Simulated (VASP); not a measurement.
# CsSnI3 in VASP: further runs

The runs below take CsSnI3 through single point, with PBEsol.

Everything below comes from runs of VASP 6.6.1. Logs are shortened: lines on timing, memory, paths and dates and some standing lists are left out, and cuts for length are marked.

## Step 1: The cell of the first run

It takes space group P4/mmm (No. 123, tetragonal). Conventional cell: a = 6.146 Å, b = 6.146 Å, c = 6.011 Å, α = 90.00°, β = 90.00°, γ = 90.00°. Within 5.6 Å of Cs (site symmetry 4/mmm) lie 12 I at 4.30 to 4.35 Å and 8 Sn at 5.28 Å. Within 4.0 Å of Sn (site symmetry 4/mmm) lie 6 I at 3.01 to 3.07 Å. I (site symmetry mmm) has 2 Sn at 3.07 Å within 4.0 Å. Within 4.0 Å of I (site symmetry 4/mmm) lie 2 Sn at 3.01 Å.

## Step 2: Single point, PBEsol (uniaxial strain along c: -2.0 %, then relaxed in part)

The input, INCAR:

```
SYSTEM = CsSnI3
PREC = Accurate ; ENCUT = 520
EDIFF = 1E-7 ; ISMEAR = 0
SIGMA = 0.01 ; LREAL = .FALSE.
LASPH = .TRUE. ; NELM = 80
ALGO = Normal ; ISIF = 2
LWAVE = .FALSE. ; LCHARG = .FALSE.
GGA = PS ; NBANDS = 30
```

The input, KPOINTS:

```
Automatic mesh
0
G
  6 6 6
  0 0 0
```

The input, POSCAR:

```
CsSnI3
1.0
    6.1461358863      0.0000000000      0.0000000000
    0.0000000000      6.1461358863      0.0000000000
    0.0000000000      0.0000000000      6.0113899473
Cs Sn I
1 1 3
Direct
    0.0000000000      0.0000000000      0.0000000000
    0.5000000000      0.5000000000      0.5000000000
    0.0000000000      0.5000000000      0.5000000000
    0.5000000000      0.0000000000      0.5000000000
    0.5000000000      0.5000000000      0.0000000000
```

Potentials or basis: VASP PAW PBE potentials, release 64 (Cs_sv, Sn_d, I).

On the command line:

```sh
$ cat potpaw_PBE.64/Cs_sv/POTCAR potpaw_PBE.64/Sn_d/POTCAR potpaw_PBE.64/I/POTCAR > POTCAR
$ mpirun -np 1 vasp_std > vasp.out
```

OUTCAR:

```text
SYSTEM = CsSnI3
   PREC = Accurate
   ENCUT = 520
   EDIFF = 1E-7
   ISMEAR = 0
   LREAL = .FALSE.
   LASPH = .TRUE.
   NELM = 80
   ISIF = 2
   GGA = PS

 ion  position               nearest neighbor table
   1  0.000  0.000  0.000-
   2  0.500  0.500  0.500-   5 3.01   5 3.01   3 3.07   4 3.07   4 3.07   3 3.07
   3  0.000  0.500  0.500-   2 3.07   2 3.07
   4  0.500  0.000  0.500-   2 3.07   2 3.07
   5  0.500  0.500  0.000-   2 3.01   2 3.01

  LATTYP: Found a simple tetragonal cell.
 ALAT       =     6.1461358863
 C/A-ratio  =     0.9780763163

  Lattice vectors:

 A1 = (   6.1461358863,   0.0000000000,   0.0000000000)
 A2 = (   0.0000000000,   6.1461358863,   0.0000000000)
 A3 = (   0.0000000000,   0.0000000000,   6.0113899473)

Analysis of symmetry for initial positions (statically):
=====================================================================
 Subroutine PRICEL returns:
 Original cell was already a primitive cell.

 Routine SETGRP: Setting up the symmetry group for a
 simple tetragonal supercell.

 Subroutine GETGRP returns: Found 16 space group operations
 (whereof 16 operations were pure point group operations)
 out of a pool of 16 trial point group operations.

The static configuration has the point symmetry D_4h.

Analysis of symmetry for dynamics (positions and initial velocities):
=====================================================================
 Subroutine PRICEL returns:
 Original cell was already a primitive cell.

 Routine SETGRP: Setting up the symmetry group for a
 simple tetragonal supercell.

 Subroutine GETGRP returns: Found 16 space group operations
 (whereof 16 operations were pure point group operations)
 out of a pool of 16 trial point group operations.

The dynamic configuration has the point symmetry D_4h.

 Subroutine INISYM returns: Found 16 space group operations
 (whereof 16 operations are pure point group operations),
 and found     1 'primitive' translations

----------------------------------------------------------------------------------------

                                     Primitive cell

  volume of cell :     227.0802

  direct lattice vectors                    reciprocal lattice vectors
     6.146135886  0.000000000  0.000000000     0.162703855  0.000000000  0.000000000
     0.000000000  6.146135886  0.000000000     0.000000000  0.162703855  0.000000000
     0.000000000  0.000000000  6.011389947     0.000000000  0.000000000  0.166350879

  length of vectors
     6.146135886  6.146135886  6.011389947     0.162703855  0.162703855  0.166350879

  position of ions in fractional coordinates (direct lattice)
     0.000000000  0.000000000  0.000000000
     0.500000000  0.500000000  0.500000000
     0.000000000  0.500000000  0.500000000
     0.500000000  0.000000000  0.500000000
     0.500000000  0.500000000  0.000000000

  ion indices of the primitive-cell ions
   primitive index   ion index
                 1           1
                 2           2
                 3           3
                 4           4
                 5           5

----------------------------------------------------------------------------------------

 KPOINTS: Automatic mesh

Automatic generation of k-mesh.
 Grid dimensions read from file:
 generate k-points for:    6    6    6

 Generating k-lattice:

  Cartesian coordinates                     Fractional coordinates (reciprocal lattice)
     0.027117309  0.000000000  0.000000000     0.166666667  0.000000000  0.000000000
     0.000000000  0.027117309  0.000000000     0.000000000  0.166666667  0.000000000
     0.000000000  0.000000000  0.027725146     0.000000000  0.000000000  0.166666667

  Length of vectors
     0.027117309  0.027117309  0.027725146

  Shift w.r.t. Gamma in fractional coordinates (k-lattice)
     0.000000000  0.000000000  0.000000000

 Subroutine IBZKPT returns following result:
 ===========================================

 Found     40 irreducible k-points:

 Following reciprocal coordinates:
            Coordinates               Weight
  0.000000  0.000000  0.000000      1.000000
  0.166667  0.000000  0.000000      4.000000
  0.333333  0.000000  0.000000      4.000000
  0.500000  0.000000  0.000000      2.000000
  0.166667  0.166667  0.000000      4.000000
  0.333333  0.166667  0.000000      8.000000
[... 16 lines left out ...]
  0.333333  0.000000  0.333333      8.000000
  0.500000  0.000000  0.333333      4.000000
 [... further k-points ...]
   k-points           NKPTS =     40   k-points in BZ     NKDIM =     40   number of bands    NBANDS=     30
   number of dos      NEDOS =    301   number of ions     NIONS =      5
   total plane-waves  NPLWV = 110592
   dimension x,y,z NGX =    48 NGY =   48 NGZ =   48
   dimension x,y,z NGXF=    96 NGYF=   96 NGZF=   96
   ions per type =               1   1   3
   NGX,Y,Z   is equivalent  to a cutoff of  12.98, 12.98, 13.27 a.u.
   NGXF,Y,Z  is equivalent  to a cutoff of  25.97, 25.97, 26.55 a.u.
 SYSTEM =  CsSnI3
   PREC   = accura    normal or accurate (medium, high low for compatibility)
   ISTART =      0    job   : 0-new  1-cont  2-samecut
   ICHARG =      2    charge: 1-file 2-atom 10-const
   ISPIN  =      1    spin polarized calculation?
   LNONCOLLINEAR =      F non collinear calculations
   LSORBIT =      F    spin-orbit coupling
   LASPH  =      T    aspherical Exc in radial PAW
   ENCUT  =  520.0 eV  38.22 Ry    6.18 a.u.  11.43 11.43 11.18*2*pi/ulx,y,z
   NELM   =     80;   NELMIN=  2; NELMDL= -5     # of ELM steps
   EDIFF  = 0.1E-06   stopping-criterion for ELM
   LREAL  =      F    real-space projection
   EDIFFG = 0.1E-05   stopping-criterion for IOM
   NSW    =      0    number of steps for IOM
   IBRION =     -1    ionic relax: 0-MD 1-quasi-New 2-CG
   NFREE  =      0    steps in history (QN), initial steepest desc. (CG)
   ISIF   =      2    stress and relaxation
   ISYM   =      2    0-nonsym 1-usesym 2-fastsym
   POTIM  = 0.5000    time-step for ionic-motion
   TEBEG  =    0.0;   TEEND  =   0.0 temperature during run
   PSTRESS=    0.0 pullay stress
   NELECT =      44.0000    total number of electrons
   NUPDOWN=      -1.0000    fix difference up-down
   EMIN   =  10.00;   EMAX   =-10.00  energy-range for DOS
   EFERMI =   0.00;   METHOD = LEGACY
   ISMEAR =     0;   SIGMA  =   0.01  broadening in eV -4-tet -1-fermi 0-gaus
   EFERMI_NEDOS =   21; number of points for ismear=-14 and -15
   IALGO  =     38    algorithm
   IMIX   =      4    mixing-type and parameters
     AMIX     =   0.40;   BMIX     =  1.00
     AMIX_MAG =   1.60;   BMIX_MAG =  1.00
  volume/ion in A,a.u.               =      45.42       306.48
  Fermi-wavevector in a.u.,A,eV,Ry     =   0.947326  1.790186 12.210222  0.897426
  Thomas-Fermi vector in A             =   2.075408
   LORBIT       =      0    0 simple, 1 ext, 2 COOP (PROOUT), +10 PAW based schemes
   GGA     = PS    functional components
   LHFCALC =     F    Hartree Fock is set to
   AEXX    =    0.0000 exact exchange contribution
   IVDW    =     0    specifies the selected vdW correction
   LEPSILON=     F    determine dielectric tensor
   LRPA    =     F    only Hartree local field effects (RPA)
 non-spin polarized calculation
 Gauss-broadening in eV      SIGMA  =   0.01
  energy-cutoff  :      520.00
  volume of cell :      227.08
 maximum number of plane-waves:      6152
 NGX is ok and might be reduce to    48
   NGX = 23   NGY = 23   NGZ = 23

 number of electron      44.0000006 magnetization

 Free energy of the ion-electron system (eV)
  ---------------------------------------------------
  ext. energy  EPLUGINS =         0.00000000
  ---------------------------------------------------
  free energy    TOTEN  =       -15.06479529 eV

  energy without entropy =      -15.06474305  energy(sigma->0) =      -15.06476917

 E-fermi :   3.4093     XC(G=0):  -7.9072

 val. band max:        3.4093493888   @ k =   0.5000   0.5000   0.5000
 cond. band min:       3.4093493889   @ k =   0.5000   0.5000   0.5000
 fundamental gap:      0.0000000001
 Fermi energy:         3.4093493889

 k-point     1 :       0.0000    0.0000    0.0000
  band No.  band energies     occupation
      1     -19.0756      2.00000
      2     -18.7632      2.00000
      3     -18.7588      2.00000
      4     -18.7328      2.00000
      5     -18.7304      2.00000
      6     -18.7304      2.00000
[... 22 lines left out ...]
     29       8.0231      0.00000
     30       8.0231      0.00000

 k-point     2 :       0.1667    0.0000    0.0000
  band No.  band energies     occupation
      1     -19.0754      2.00000
      2     -18.7630      2.00000
      3     -18.7584      2.00000
      4     -18.7329      2.00000
      5     -18.7305      2.00000
      6     -18.7304      2.00000
[... 22 lines left out ...]
     29       7.0002      0.00000
     30       7.9366      0.00000

 k-point     3 :       0.3333    0.0000    0.0000
  band No.  band energies     occupation
      1     -19.0752      2.00000
      2     -18.7629      2.00000
      3     -18.7576      2.00000
      4     -18.7330      2.00000
      5     -18.7306      2.00000
      6     -18.7304      2.00000
[... 22 lines left out ...]
     29       7.4353      0.00000
     30       7.8916      0.00000

 k-point     4 :       0.5000    0.0000    0.0000
  band No.  band energies     occupation
      1     -19.0750      2.00000
      2     -18.7628      2.00000
      3     -18.7572      2.00000
      4     -18.7330      2.00000
      5     -18.7306      2.00000
      6     -18.7304      2.00000
[... 616 lines left out ...]
     29       7.3732      0.00000
     30       7.7203      0.00000

 k-point    23 :       0.3333    0.0000    0.3333
  band No.  band energies     occupation
      1     -19.0747      2.00000
      2     -18.7608      2.00000
      3     -18.7576      2.00000
      4     -18.7330      2.00000
      5     -18.7308      2.00000
      6     -18.7307      2.00000
[... 22 lines left out ...]
     29       7.7078      0.00000
     30       7.7731      0.00000

 k-point    24 :       0.5000    0.0000    0.3333
  band No.  band energies     occupation
      1     -19.0746      2.00000
      2     -18.7607      2.00000
      3     -18.7571      2.00000
      4     -18.7330      2.00000
      5     -18.7308      2.00000
      6     -18.7306      2.00000
[... 22 lines left out ...]
     29       7.8414      0.00000
     30       8.1409      0.00000

 [... further k-points ...]

------------------------ aborting loop because EDIFF is reached ----------------------------------------

  FORCE on cell =-STRESS in cart. coord.  units (eV):
  Direction    XX          YY          ZZ          XY          YZ          ZX
  --------------------------------------------------------------------------------------
  -------------------------------------------------------------------------------------
  Total        0.0118913      0.0118913      1.3809243      0.0000000     -0.0000000      0.0000000
  in kB        0.0838997      0.0838997      9.7431918      0.0000000     -0.0000000      0.0000000
  external PRESSURE =       3.3036637 kB  Pullay stress =       0.0000000 kB

 VOLUME and BASIS-vectors are now :
 -----------------------------------------------------------------------------
  energy-cutoff  :      520.00
  volume of cell :      227.08
      direct lattice vectors                 reciprocal lattice vectors
     6.146135886  0.000000000  0.000000000     0.162703855  0.000000000  0.000000000
     0.000000000  6.146135886  0.000000000     0.000000000  0.162703855  0.000000000
     0.000000000  0.000000000  6.011389947     0.000000000  0.000000000  0.166350879

 POSITION                                       TOTAL-FORCE (eV/Angst)
 -----------------------------------------------------------------------------------
      0.00000      0.00000      0.00000         0.000000      0.000000      0.000000
      3.07307      3.07307      3.00569         0.000000      0.000000      0.000000
      0.00000      3.07307      3.00569         0.000000      0.000000      0.000000
      3.07307      0.00000      3.00569         0.000000      0.000000      0.000000
      3.07307      3.07307      0.00000         0.000000      0.000000      0.000000
 -----------------------------------------------------------------------------------
    total drift:                                0.000000     -0.000000     -0.000000

  FREE ENERGIE OF THE ION-ELECTRON SYSTEM (eV)
  ---------------------------------------------------
  free  energy   TOTEN  =       -15.0647952906 eV

  energy  without entropy=      -15.0647430508  energy(sigma->0) =      -15.06476917
```

It took 1.9 min on 1 thread of Intel Xeon 6975P-C (Granite Rapids), shared host; peak memory 0.49 GiB.

Results:

| Item | Value |
| --- | --- |
| Free energy | -15.0648 eV |
| Pressure | 0.3 GPa |
| Band gap on the k mesh | zero (filled and empty bands touch) |

Caveat: the cell differs from its parent crystal (uniaxial strain along c: -2.0 %, then relaxed in part); semilocal functionals underestimate gaps, and a narrow one can read as zero; the PAW data sets were made with another functional, which shifts forces and pressure a little; spin-orbit coupling is left out, which moves the levels of the heavy elements.

(Part 1 of 2 ends here.)

The gap in the log of VASP goes by the Fermi energy; the results here count the filled bands.